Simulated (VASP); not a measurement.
# Ho3PRu (P6/mmm) in VASP: a series of runs

The runs below take Ho3PRu through single point, relaxation of cell and atoms, with PBE.

All numbers are computed with VASP 6.6.1; they aren't measurements. Logs are shortened: lines on timing, memory, paths and dates and some standing lists are left out, and cuts for length are marked.

### Step 1. The cell of the first run

The structure is hexagonal, space group P6/mmm (No. 191). Conventional cell: a = 6.175 Å, b = 6.175 Å, c = 4.329 Å, α = 90.00°, β = 90.00°, γ = 120.00°. Ho (site symmetry mmm) has 4 Ho at 3.09 Å and 2 Ru at 3.09 Å and 4 P at 3.77 Å within 4.1 Å. P (site symmetry 6/mmm) has 2 Ru at 2.16 Å within 2.9 Å. Within 2.9 Å of Ru (site symmetry 6/mmm) lie 2 P at 2.16 Å.

The cell was built from a structure type or drawn by symmetry, and may not be a known phase.

### Step 2. Single point, PBE, collinear spin, ferromagnetic start

The input, INCAR:

```
  PREC = Accurate
  ENCUT = 500
  EDIFF = 1E-6
  ISMEAR = 0
  SIGMA = 0.1
  LREAL = F
  LASPH = T
  NELM = 200
  ALGO = Normal
  ISIF = 2
  LWAVE = F
  LCHARG = T
  ISPIN = 2
  MAGMOM = 0 0 0 0 1
  LORBIT = 11
  LMAXMIX = 6
  GGA = PE
  LELF = T
  LVHAR = T
  NBANDS = 35
  GGA_COMPAT = F
```

The input, KPOINTS:

```
regular mesh
0
Gamma
  3 3 4
```

The input, POSCAR:

```
Ho3PRu
1.0
    6.1746986874      0.0000000000      0.0000000000
   -3.0873493437      5.3474459240      0.0000000000
    0.0000000000      0.0000000000      4.3293742981
Ho P Ru
3 1 1
Direct
    0.5000000000      0.0000000000      0.0000000000
    0.0000000000      0.5000000000      0.0000000000
    0.5000000000      0.5000000000      0.0000000000
    0.0000000000      0.0000000000      0.5000000000
    0.0000000000      0.0000000000      0.0000000000
```

Potentials or basis: VASP PAW PBE potentials, release 64 (Ho_3, P, Ru_pv), 4f in core.

Run with:

```sh
cat potpaw_PBE.64/Ho_3/POTCAR potpaw_PBE.64/P/POTCAR potpaw_PBE.64/Ru_pv/POTCAR > POTCAR
mpirun -np 1 vasp_std > vasp.out
```

OUTCAR:

```text
PREC = Accurate
   ENCUT = 500
   EDIFF = 1E-6
   ISMEAR = 0
   LREAL = F
   LASPH = T
   NELM = 200
   ISIF = 2
   ISPIN = 2
   LORBIT = 11
   GGA = PE

 ion  position               nearest neighbor table
   1  0.500  0.000  0.000-   2 3.09   3 3.09   3 3.09   2 3.09   5 3.09   5 3.09
   2  0.000  0.500  0.000-   1 3.09   5 3.09   5 3.09   1 3.09   3 3.09   3 3.09
   3  0.500  0.500  0.000-   1 3.09   5 3.09   1 3.09   5 3.09   2 3.09   2 3.09
   4  0.000  0.000  0.500-   5 2.16   5 2.16
   5  0.000  0.000  0.000-   4 2.16   4 2.16   2 3.09   3 3.09   2 3.09   3 3.09   1 3.09   1 3.09

  LATTYP: Found a hexagonal cell.
 ALAT       =     6.1746986874
 C/A-ratio  =     0.7011474595

  Lattice vectors:

 A1 = (   6.1746986874,   0.0000000000,   0.0000000000)
 A2 = (  -3.0873493437,   5.3474459240,   0.0000000000)
 A3 = (   0.0000000000,   0.0000000000,   4.3293742981)

Analysis of symmetry for initial positions (statically):
=====================================================================
 Subroutine PRICEL returns:
 Original cell was already a primitive cell.

 Routine SETGRP: Setting up the symmetry group for a
 hexagonal supercell.

 Subroutine GETGRP returns: Found 24 space group operations
 (whereof 24 operations were pure point group operations)
 out of a pool of 24 trial point group operations.

The static configuration has the point symmetry D_6h.

Analysis of symmetry for dynamics (positions and initial velocities):
=====================================================================
 Subroutine PRICEL returns:
 Original cell was already a primitive cell.

 Routine SETGRP: Setting up the symmetry group for a
 hexagonal supercell.

 Subroutine GETGRP returns: Found 24 space group operations
 (whereof 24 operations were pure point group operations)
 out of a pool of 24 trial point group operations.

The dynamic configuration has the point symmetry D_6h.

Analysis of structural, dynamic, and magnetic symmetry:
=====================================================================
 Subroutine PRICEL returns:
 Original cell was already a primitive cell.

 Routine SETGRP: Setting up the symmetry group for a
 hexagonal supercell.

 Subroutine GETGRP returns: Found 24 space group operations
 (whereof 24 operations were pure point group operations)
 out of a pool of 24 trial point group operations.

The overall configuration has the point symmetry D_6h.

 Subroutine INISYM returns: Found 24 space group operations
 (whereof 24 operations are pure point group operations),
 and found     1 'primitive' translations

[... 120 lines left out ...]
 NGX is ok and might be reduce to    48
   NGX = 23   NGY = 23   NGZ = 15

 number of electron      45.9999996 magnetization       0.2169873

 number of electron      45.9999996 magnetization      -0.0435546

 Free energy of the ion-electron system (eV)
  ---------------------------------------------------
  ext. energy  EPLUGINS =         0.00000000
  ---------------------------------------------------
  free energy    TOTEN  =       -27.20616951 eV

  energy without entropy =      -27.16603557  energy(sigma->0) =      -27.18610254

 E-fermi :   3.6181     XC(G=0):  -9.6047

 val. band max:        3.6073595707   @ k =   0.0000   0.0000   0.0000
 cond. band min:       3.6191692449   @ k =   0.3333  -0.0000   0.5000
 fundamental gap:      0.0118096742
 Fermi energy:         3.6181009682

 spin component 1

 k-point     1 :       0.0000    0.0000    0.0000
  band No.  band energies     occupation
      1     -38.9760      1.00000
      2     -38.4588      1.00000
      3     -38.4588      1.00000
      4     -21.5774      1.00000
      5     -21.0388      1.00000
      6     -21.0388      1.00000
[... 331 lines left out ...]
     34       7.4062      0.00000
     35       7.6717      0.00000
 Fermi energy:         3.6181009682

 spin component 2

 k-point     1 :       0.0000    0.0000    0.0000
  band No.  band energies     occupation
      1     -38.9797      1.00000
      2     -38.4633      1.00000
      3     -38.4633      1.00000
      4     -21.5801      1.00000
      5     -21.0412      1.00000
      6     -21.0412      1.00000
[... 331 lines left out ...]
     34       7.3855      0.00000
     35       7.6639      0.00000

------------------------ aborting loop because EDIFF is reached ----------------------------------------

  FORCE on cell =-STRESS in cart. coord.  units (eV):
  Direction    XX          YY          ZZ          XY          YZ          ZX
  --------------------------------------------------------------------------------------
  -------------------------------------------------------------------------------------
  Total        0.0230186      0.0230186     -0.2835062      0.0000000      0.0000000      0.0000000
  in kB        0.2579898      0.2579898     -3.1775024      0.0000000      0.0000000      0.0000000
  external PRESSURE =      -0.8871743 kB  Pullay stress =       0.0000000 kB

 VOLUME and BASIS-vectors are now :
 -----------------------------------------------------------------------------
  energy-cutoff  :      500.00
  volume of cell :      142.95
      direct lattice vectors                 reciprocal lattice vectors
     6.174698687  0.000000000  0.000000000     0.161951222  0.093502582  0.000000000
    -3.087349344  5.347445924  0.000000000     0.000000000  0.187005164  0.000000000
     0.000000000  0.000000000  4.329374298     0.000000000  0.000000000  0.230980260

 POSITION                                       TOTAL-FORCE (eV/Angst)
 -----------------------------------------------------------------------------------
      3.08735      0.00000      0.00000        -0.000000      0.000000      0.000000
     -1.54367      2.67372      0.00000        -0.000000      0.000000      0.000000
      1.54367      2.67372      0.00000         0.000000      0.000000      0.000000
      0.00000      0.00000      2.16469        -0.000000      0.000000      0.000000
      0.00000      0.00000      0.00000        -0.000000      0.000000      0.000000
 -----------------------------------------------------------------------------------
    total drift:                               -0.000000      0.000000      0.000000

  FREE ENERGIE OF THE ION-ELECTRON SYSTEM (eV)
  ---------------------------------------------------
  free  energy   TOTEN  =       -27.2061695126 eV

  energy  without entropy=      -27.1660355669  energy(sigma->0) =      -27.18610254

 total charge

# of ion       s       p       d       tot
------------------------------------------
    1        0.466   6.428   1.160   8.054
    2        0.466   6.428   1.160   8.054
    3        0.466   6.428   1.160   8.054
    4        1.062   1.378   0.000   2.440
    5        0.412   6.286   6.172  12.870
--------------------------------------------------
tot          2.872  26.949   9.651  39.472

 magnetization (x)

# of ion       s       p       d       tot
------------------------------------------
    1       -0.000  -0.002  -0.005  -0.007
    2       -0.000  -0.002  -0.005  -0.007
    3       -0.000  -0.002  -0.005  -0.007
    4       -0.000   0.001   0.000   0.000
    5       -0.000  -0.000  -0.005  -0.006
--------------------------------------------------
tot         -0.001  -0.006  -0.020  -0.027
```

OSZICAR:

```text
N       E                     dE             d eps       ncg     rms          rms(c)
DAV:   1     0.436017165728E+03    0.43602E+03   -0.18900E+04  1452   0.118E+03
DAV:   2     0.124696876094E+02   -0.42355E+03   -0.40508E+03  1875   0.573E+02
DAV:   3    -0.249176254884E+02   -0.37387E+02   -0.32816E+02  2109   0.147E+02
DAV:   4    -0.281999057533E+02   -0.32823E+01   -0.31143E+01  2176   0.391E+01
DAV:   5    -0.283121174047E+02   -0.11221E+00   -0.11057E+00  2168   0.855E+00    0.322E+01
DAV:   6    -0.274292122324E+02    0.88291E+00   -0.10429E+00  1928   0.553E+00    0.185E+01
DAV:   7    -0.272045781222E+02    0.22463E+00   -0.10879E+00  1920   0.504E+00    0.586E+00
DAV:   8    -0.272133087295E+02   -0.87306E-02   -0.96219E-02  2112   0.188E+00    0.201E+00
DAV:   9    -0.272152931175E+02   -0.19844E-02   -0.10108E-01  2008   0.173E+00    0.122E+00
DAV:  10    -0.272075767032E+02    0.77164E-02   -0.57398E-02  2152   0.119E+00    0.425E-01
DAV:  11    -0.272061531884E+02    0.14235E-02   -0.47183E-03  2096   0.393E-01    0.173E-01
DAV:  12    -0.272061396207E+02    0.13568E-04   -0.53978E-04  2152   0.124E-01    0.782E-02
DAV:  13    -0.272061680500E+02   -0.28429E-04   -0.57746E-05  2024   0.526E-02    0.211E-02
DAV:  14    -0.272061696755E+02   -0.16254E-05   -0.30869E-06  1576   0.154E-02    0.751E-03
DAV:  15    -0.272061695126E+02    0.16290E-06   -0.10339E-06  1304   0.892E-03
   1 F= -.27206170E+02 E0= -.27186103E+02  d E =-.401339E-01  mag=    -0.0420
```

stdout:

```text
POSCAR found type information on POSCAR HoP Ru
 POSCAR found :  3 types and       5 ions
 scaLAPACK will be used
 LDA part: xc-table for (Slater+PW92), standard interpolation
 POSCAR, INCAR and KPOINTS ok, starting setup
 FFT: planning ... GRIDC
 FFT: planning ... GRID_SOFT
 FFT: planning ... GRID
 WAVECAR not read
 entering main loop
```

Run time: 60 s. Hardware: 1 thread of Intel Xeon 6975P-C (Granite Rapids), shared host; peak memory 0.34 GiB.

What came out:

* Free energy: -27.2062 eV
* Pressure: -0.1 GPa
* Net moment: -0.04 μB per cell
* Valence electrons inside the program's atomic spheres: Ho 8.05; P 2.44; Ru 12.87

Stress tensor (GPa, compression positive):
```
 0.03  0.00  0.00
 0.00  0.03  0.00
 0.00  0.00 -0.32
```

Caveat: the k points lie up to 0.39 Å⁻¹ apart; the magnetic or orbital state may not be the lowest; spin-orbit coupling is left out, which moves the levels of the heavy elements; the 4f electrons are frozen in the core, so they carry no moment and show no levels.

(Continued in part 2 of 2.)
